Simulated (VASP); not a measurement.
## CsGaAg2: relaxation of cell and atoms with PBE

Crystal: CsGaAg2.

```xyz
4
Lattice="2.0179 1.1650 7.1009 -2.0179 1.1650 7.1009 0.0000 -2.3301 7.1009" Properties=species:S:1:pos:R:3 pbc="T T T"
Cs    0.0000    0.0000    0.0000
Ga    0.0000    0.0000   10.6513
Ag    0.0000    0.0000    4.7292
Ag    0.0000    0.0000   16.5735
```

* Program: VASP 6.6.1
* Task: relaxation of cell and atoms
* Functional: PBE
* Potentials or basis: VASP PAW PBE potentials, release 64 (Cs_sv, Ga_d, Ag)
* Cutoff: 600 eV
* k mesh: 6 × 6 × 6
* Occupations: gaussian, width 0.1 eV
* Spin: no spin polarisation
* Dipole correction: no
* Further INCAR settings: ALGO = Fast; EDIFF = 1e-07; IBRION = 2; EDIFFG = -0.04; NSW = 90; ISIF = 3

```json
{
  "Relaxed volume": "32.39 Å³/atom",
  "Relaxed cell": "a = 7.299 Å, b = 7.299 Å, c = 7.299 Å, α = 37.56°, β = 37.56°, γ = 37.56°",
  "Space group after relaxing (to 0.1 Å)": "R-3m (No. 166)",
  "Energy gained by relaxing": "330.8 meV/atom",
  "Ionic steps": "15",
  "Pressure after relaxing": "0.1 GPa",
  "Largest force after relaxing": "0.025 eV/Å",
  "Band gap on the k mesh": "zero (bands 22 and 23 overlap by 2.26 eV)"
}
```

Forces in eV/Å, atoms in the order of the input:
```
Cs   0.000  0.000  0.000
Ga   0.000  0.000  0.000
Ag   0.000  0.000  0.025
Ag   0.000  0.000 -0.025
```

Step by step:
```csv
step,energy change (eV),largest force (eV/Å),pressure (GPa),volume (Å³)
1,0.0000,0.6893,6.74,100.16
2,-0.4131,0.7699,1.00,116.21
3,-0.4368,0.7626,-1.34,129.58
4,-0.4513,0.7721,-0.63,124.51
5,-0.5313,0.7592,-0.69,124.63
6,-0.7502,0.6836,-0.73,124.87
7,-1.0837,0.6217,-0.56,124.71
8,-0.7465,0.7442,1.16,121.67
9,-1.1471,0.5683,-0.62,124.26
10,-1.1235,0.0039,0.11,123.01
11,-1.1843,0.3510,-0.35,123.77
12,-1.2709,0.0836,2.00,120.39
13,-1.2767,0.0009,1.43,121.01
14,-1.3184,0.0298,-0.28,132.63
15,-1.3231,0.0249,0.10,129.57
```

Final structure:
```
CELL_PARAMETERS angstrom
2.34949 1.35648 6.77595
-2.34949 1.35648 6.77595
0.00000 -2.71295 6.77595
ATOMIC_POSITIONS crystal
Cs 0.00000 0.00000 0.00000
Ga 0.50000 0.50000 0.50000
Ag 0.18044 0.18044 0.18044
Ag 0.81956 0.81956 0.81956
```

Levels at points of the mesh, in eV from the Fermi level:
| k point | band 18 | band 19 | band 20 | band 21 | band 22 | band 23 | band 24 | band 25 | band 26 |
| --- | --- | --- | --- | --- | --- | --- | --- | --- | --- |
| (0.00, 0.00, 0.00) | -4.49 | -4.17 | -4.17 | -1.02 | 0.23 | 1.45 | 2.90 | 2.90 | 3.00 |
| (0.50, 0.00, 0.00) | -4.32 | -4.16 | -4.01 | -3.26 | -0.50 | 0.11 | 1.37 | 1.41 | 2.76 |
| (0.50, 0.50, 0.00) | -4.20 | -4.20 | -4.02 | -3.03 | -0.34 | 0.24 | 0.73 | 1.74 | 2.32 |
| (0.50, 0.50, 0.50) | -4.44 | -4.16 | -4.16 | -2.22 | 1.68 | 1.68 | 2.55 | 2.55 | 3.98 |

Run time: 43 min on 1 thread of Intel(R) Xeon(R) 6975P-C (Granite Rapids) (shared host), peak memory 0.59 GiB.

Caveat: the volume moved by over 15 % at a fixed basis, so the end points are rough; spin-orbit coupling is left out, which moves the levels of the heavy elements.
